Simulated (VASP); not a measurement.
Write the native input for VASP 6.6.1 that does the following.

- Task: single point
- Functional: PBE
- Potentials or basis: VASP PAW PBE potentials, release 64 (Ga_d, Sb, Te, S)
- Cutoff: 520 eV
- k mesh: 4 × 2 × 2
- Occupations: gaussian, width 0.1 eV
- Spin: no spin polarisation
- Dipole correction: no
- Further INCAR settings: ALGO = Normal; EDIFF = 1e-06; NBANDS = 47

The structure of GaSbTe2S lies in POSCAR:

```
GaSbTe2S
1.0
    4.1902531409      0.0069468573     -0.0020472328
   -0.0160265910      7.9919423571      0.0354668292
   -1.6710658453     -0.0438705667      9.9114976866
Ga Sb Te S
2 2 4 2
Direct
    0.3036660835      0.4058685540      0.0420090009
    0.3021481180      0.0941414604      0.0416235026
    0.9574837915      0.4970730280      0.4767602251
    0.9573880969      1.0028029206      0.4765177227
    0.8579105224      0.9750466013      0.1784528120
    0.8592791379      0.5248995076      0.1787588985
    0.2996226624      0.9258075587      0.8121942605
    0.2986559195      0.5745170053      0.8123430480
    0.5826387089      0.7498941074      0.4827187423
    0.5812069591      0.2499492566      0.4986217874
```

These files were run (other wordings do the same):

INCAR

```
PREC = Accurate
ENCUT = 520
EDIFF = 1E-6
ISMEAR = 0
SIGMA = 0.1
LREAL = F
LASPH = T
NELM = 60
ALGO = Normal
ISIF = 2
LWAVE = F
LCHARG = F
GGA = PE
NBANDS = 47
```

KPOINTS

```
regular mesh
0
Gamma
  4 2 2
```

Potentials or basis: VASP PAW PBE potentials, release 64 (Ga_d, Sb, Te, S).

Command:

```bash
$ cat potpaw_PBE.64/Ga_d/POTCAR potpaw_PBE.64/Sb/POTCAR potpaw_PBE.64/Te/POTCAR potpaw_PBE.64/S/POTCAR > POTCAR
$ mpirun -np 1 vasp_std > vasp.out
```

It gave:

```
Pressure               : 0.0 GPa
Largest force          : 0.036 eV/Å
Band gap on the k mesh : zero (bands 36 and 37 overlap by 0.60 eV)
```

Caveat: the k points lie up to 0.39 Å⁻¹ apart, too coarse for converged energies and pressures of a metal; spin-orbit coupling is left out, which moves the levels of the heavy elements.

Run time: 3.3 min on 1 thread of AMD EPYC 7R13 Processor (Zen 3), with other jobs on the host, peak memory 0.47 GiB.
